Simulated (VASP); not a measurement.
# C (P6/mmm) in VASP: a series of runs, part 2 of 2

VASP 6.6.1.

**4. Phonons, PBE+D3(BJ)**

This run uses another cell than the first one, of 8.74 Å³/atom.

INCAR

```
PREC = Accurate ; ENCUT = 520
EDIFF = 1E-8 ; ISMEAR = -1
SIGMA = 0.15 ; LREAL = False
LASPH = True ; NELM = 60
ALGO = Normal ; ISIF = 2
LWAVE = False ; LCHARG = False
GGA = PE ; IVDW = 12
IBRION = 6 ; NFREE = 2
POTIM = 0.015 ; NSW = 1
```

KPOINTS

```
Automatic mesh
0
Gamma
  18 18 12
```

POSCAR

```
C
1.0
    2.4585135071      0.0000000000      0.0000000000
   -1.2292567536      2.1291351527      0.0000000000
    0.0000000000      0.0000000000      3.3401770879
C
2
Direct
    0.3333333333      0.6666666667      0.0000000000
    0.6666666667      0.3333333333      0.0000000000
```

Potentials or basis: VASP PAW PBE potentials, release 64 (C).

The run is started by

```console
cat potpaw_PBE.64/C/POTCAR > POTCAR
mpirun -np 1 vasp_std > vasp.out
```

OUTCAR:

```text
PREC = Accurate
   ENCUT = 520
   EDIFF = 1E-8
   ISMEAR = -1
   LREAL = False
   LASPH = True
   NELM = 60
   ISIF = 2
   GGA = PE
   IVDW = 12
   IBRION = 6
   NFREE = 2
   POTIM = 0.015
   NSW = 1
 IVDW          = 12

 ion  position               nearest neighbor table
   1  0.333  0.667  0.000-   2 1.42   2 1.42   2 1.42
   2  0.667  0.333  0.000-   1 1.42   1 1.42   1 1.42

  LATTYP: Found a hexagonal cell.
 ALAT       =     2.4585135071
 C/A-ratio  =     1.3586165292

  Lattice vectors:

 A1 = (   2.4585135071,   0.0000000000,   0.0000000000)
 A2 = (  -1.2292567536,   2.1291351527,   0.0000000000)
 A3 = (   0.0000000000,   0.0000000000,   3.3401770879)

Analysis of symmetry for initial positions (statically):
[... 615 lines left out ...]

------------------------ aborting loop because EDIFF is reached ----------------------------------------

 Edisp (eV)   -0.31436

 E8    (eV) :    -0.0891
[... 25 lines left out ...]
  FREE ENERGIE OF THE ION-ELECTRON SYSTEM (eV)
  ---------------------------------------------------
  free  energy   TOTEN  =       -18.7062375500 eV

  energy  without entropy=      -18.7018405758  energy(sigma->0) =      -18.70403906

 INTERNAL STRAIN TENSORS FROM DISPLACED ATOMS
 ============================================

 INTERNAL STRAIN TENSOR FOR ION    1 for displacements in x,y,z  (eV/Angst):
          X           Y           Z          XY          YZ          ZX
  --------------------------------------------------------------------------------
  x     0.00000    -0.00000     0.00000   -12.06711     0.00000     0.00000
  y   -12.06711    12.06711    -0.00000    -0.00000     0.00000     0.00000
  z     0.00000     0.00000     0.00000     0.00000     0.00000     0.00000

 INTERNAL STRAIN TENSOR FOR ION    2 for displacements in x,y,z  (eV/Angst):
          X           Y           Z          XY          YZ          ZX
  --------------------------------------------------------------------------------
  x    -0.00000     0.00000    -0.00000    12.06711     0.00000     0.00000
  y    12.06711   -12.06711     0.00000     0.00000     0.00000     0.00000
  z     0.00000     0.00000     0.00000    -0.00000     0.00000     0.00000

 Eigenvectors and eigenvalues of the dynamical matrix
 ----------------------------------------------------

   1 f  =   47.140037 THz   296.189589 2PiTHz 1572.422384 cm-1   194.955441 meV
             X         Y         Z           dx          dy          dz
     -0.000000  1.419423  0.000000     0.478482   -0.520629   -0.000000
      1.229257  0.709712  0.000000    -0.478482    0.520629    0.000000
[... 16 lines left out ...]
   5 f  =    0.000000 THz     0.000001 2PiTHz    0.000005 cm-1     0.000001 meV
             X         Y         Z           dx          dy          dz
     -0.000000  1.419423  0.000000    -0.000000   -0.000000   -0.707107
      1.229257  0.709712  0.000000     0.000000    0.000000   -0.707107

   6 f/i=    0.000000 THz     0.000002 2PiTHz    0.000013 cm-1     0.000002 meV
             X         Y         Z           dx          dy          dz
     -0.000000  1.419423  0.000000     0.511246    0.488495   -0.000000
      1.229257  0.709712  0.000000     0.511246    0.488495    0.000000

 ELASTIC MODULI CONTR FROM IONIC RELAXATION (kBar)
 Direction    XX          YY          ZZ          XY          YZ          ZX
 --------------------------------------------------------------------------------
 XX        -244.3678    244.3678     -0.0000      0.0000      0.0000      0.0000
 YY         244.3678   -244.3678      0.0000      0.0000      0.0000      0.0000
 ZZ          -0.0000      0.0000     -0.0000      0.0000      0.0000      0.0000
 XY           0.0000      0.0000      0.0000   -244.3678      0.0000      0.0000
 YZ           0.0000      0.0000      0.0000      0.0000      0.0000      0.0000
 ZX           0.0000      0.0000      0.0000      0.0000      0.0000      0.0000
 --------------------------------------------------------------------------------
```

OSZICAR:

```text
N       E                     dE             d eps       ncg     rms          rms(c)
DAV:   1     0.577653697655E+01    0.57765E+01   -0.46786E+03  4272   0.903E+02
[... 45 lines left out ...]
DAV:   1    -0.183927864784E+02   -0.90906E-03   -0.18420E+00  6304   0.123E+01    0.242E-01
DAV:   2    -0.183925306144E+02    0.25586E-03   -0.69632E-03  7680   0.920E-01    0.144E-01
DAV:   3    -0.183918912236E+02    0.63939E-03   -0.23479E-03  8184   0.379E-01    0.144E-02
DAV:   4    -0.183918818171E+02    0.94065E-05   -0.86637E-05  9032   0.966E-02    0.571E-03
DAV:   5    -0.183918774536E+02    0.43635E-05   -0.15151E-05  8304   0.311E-02    0.147E-03
DAV:   6    -0.183918774215E+02    0.32086E-07   -0.89868E-07  9056   0.907E-03    0.454E-04
DAV:   7    -0.183918774225E+02   -0.10507E-08   -0.27849E-08  7744   0.161E-03
   5 F= -.18706238E+02 E0= -.18704039E+02  d E =-.439697E-02
```

stdout:

```text
POSCAR found type information on POSCAR C
 POSCAR found :  1 types and       2 ions
 scaLAPACK will be used
 LDA part: xc-table for (Slater+PW92), standard interpolation
 POSCAR, INCAR and KPOINTS ok, starting setup
 FFT: planning ... GRIDC
 FFT: planning ... GRID_SOFT
 FFT: planning ... GRID
 WAVECAR not read
 entering main loop
 Found     2 degrees of freedom:
 Finite differences POTIM= 0.01500 DOF=   2
 bond charge predicted
 Finite differences progress:
 bond charge predicted
 Finite differences progress:
 bond charge predicted
 Finite differences progress:
 bond charge predicted
 Finite differences progress:
```

Run time: 3.5 min. Hardware: 1 thread of Intel Xeon Platinum 8259CL at 2.50GHz (Skylake/Cascade Lake), shared host; peak memory 0.33 GiB.

Results:

| Property | Result |
| --- | --- |
| Highest phonon frequency at Γ | 1572 cm⁻¹ |
| Dispersion energy per atom | -0.157 eV |

Phonon frequencies in cm⁻¹ (negative: imaginary):
```csv
q point,frequencies
"(0.000, 0.000, 0.000)",0 0 0 871 1572 1572
```

Caveat: the cell stands under pressure or tension, which shifts response properties.
